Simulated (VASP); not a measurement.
Set up this calculation in VASP 6.6.1, as the native input.

```yaml
Task: single point
Functional: PBEsol
Potentials_or_basis: VASP PAW PBE potentials, release 64 (Rb_sv, Br)
Cutoff: 520 eV
k_mesh: 6 × 6 × 6
Occupations: gaussian, width 0.01 eV
Spin: no spin polarisation
Dipole_correction: no
Further_INCAR_settings: ALGO = Normal; EDIFF = 1e-07; NBANDS = 15
```

The structure of RbBr lies in POSCAR:

```
RbBr
1.0
    4.0700851177      0.0101752128      0.0101752128
    0.0101752128      4.0700851177      0.0101752128
    0.0101752128      0.0101752128      4.0700851177
Rb Br
1 1
Direct
    0.0000000000      0.0000000000      0.0000000000
    0.5000000000      0.5000000000      0.5000000000
```

This cell differs from its parent crystal: equal xy, yz and zx engineering shears of +0.5 %.

One way to write it, as run:

INCAR

```
  ALGO = Normal
  EDIFF = 1E-7
  ENCUT = 520
  GGA = PS
  ISIF = 2
  ISMEAR = 0
  LASPH = T
  LCHARG = T
  LELF = T
  LREAL = F
  LVHAR = T
  LWAVE = F
  NBANDS = 15
  NELM = 60
  PREC = Accurate
  SIGMA = 0.01
```

KPOINTS

```
k-points
0
Gamma
  6 6 6
```

Potentials or basis: VASP PAW PBE potentials, release 64 (Rb_sv, Br).

Command:

```console
$ cat potpaw_PBE.64/Rb_sv/POTCAR potpaw_PBE.64/Br/POTCAR > POTCAR
$ mpirun -np 1 vasp_std > vasp.out
```

It gave:

```yaml
Pressure: 0.1 GPa
Band_gap_on_the_k_mesh: 4.04 eV (least direct gap 4.20 eV)
```

Caveat: the cell differs from its parent crystal (equal xy, yz and zx engineering shears of +0.5 %); the PAW data sets were made with another functional, which shifts forces and pressure a little.

Wall time 21 s on 1 thread of Intel(R) Xeon(R) Platinum 8375C CPU @ 2.90GHz (Ice Lake), on a shared host, peak memory 0.18 GiB.
